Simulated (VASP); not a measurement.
Write the native input for VASP 6.6.1 that does the following.

```
Task                   : single point
Functional             : PBE
Potentials or basis    : VASP PAW PBE potentials, release 64 (Sn_d, O)
Cutoff                 : 520 eV
k mesh                 : 6 × 6 × 6
Occupations            : gaussian, width 0.05 eV
Spin                   : no spin polarisation
Dipole correction      : no
Further INCAR settings : ALGO = Normal; EDIFF = 1e-06; NBANDS = 64
```

The structure of SnO2 lies in POSCAR:

```
SnO2
1.0
    5.0670262343      0.0000000000      0.0000000000
    0.0000000000      6.0380302259      0.0000000000
    0.0000000000      0.0000000000      5.6119234964
Sn O
4 8
Direct
    0.5000000000      0.6651654903      0.7500000000
    0.0000000000      0.8348345097      0.2500000000
    0.5000000000      0.3348345097      0.2500000000
    0.0000000000      0.1651654903      0.7500000000
    0.7301204269      0.6070551965      0.0781681516
    0.2301204269      0.8929448035      0.9218318484
    0.7698795731      0.8929448035      0.5781681516
    0.2698795731      0.6070551965      0.4218318484
    0.7301204269      0.3929448035      0.5781681516
    0.2301204269      0.1070551965      0.4218318484
    0.7698795731      0.1070551965      0.0781681516
    0.2698795731      0.3929448035      0.9218318484
```

One way to write it, as run:

INCAR

```
ALGO = Normal ; EDIFF = 1E-6
ENCUT = 520 ; GGA = PE
ISIF = 2 ; ISMEAR = 0
LASPH = True ; LCHARG = False
LREAL = False ; LWAVE = False
NBANDS = 64 ; NELM = 80
PREC = Accurate ; SIGMA = 0.05
```

KPOINTS

```
k-points
0
Gamma
  6 6 6
```

Potentials or basis: VASP PAW PBE potentials, release 64 (Sn_d, O).

The run is started by

```bash
$ cat potpaw_PBE.64/Sn_d/POTCAR potpaw_PBE.64/O/POTCAR > POTCAR
$ mpirun -np 1 vasp_std > vasp.out
```

It gave:

```yaml
Pressure: -18.4 GPa
Largest_force: 0.329 eV/Å
Band_gap_on_the_k_mesh: zero (bands 52 and 53 overlap by 0.02 eV)
```

Caveat: the cell stands under tension; semilocal functionals underestimate gaps, and a narrow one can read as zero; spin-orbit coupling is left out, which moves the levels of the heavy elements.

Run time: 10 min on 1 thread of Intel(R) Xeon(R) 6975P-C (Granite Rapids), with other jobs on the host, peak memory 0.6 GiB.
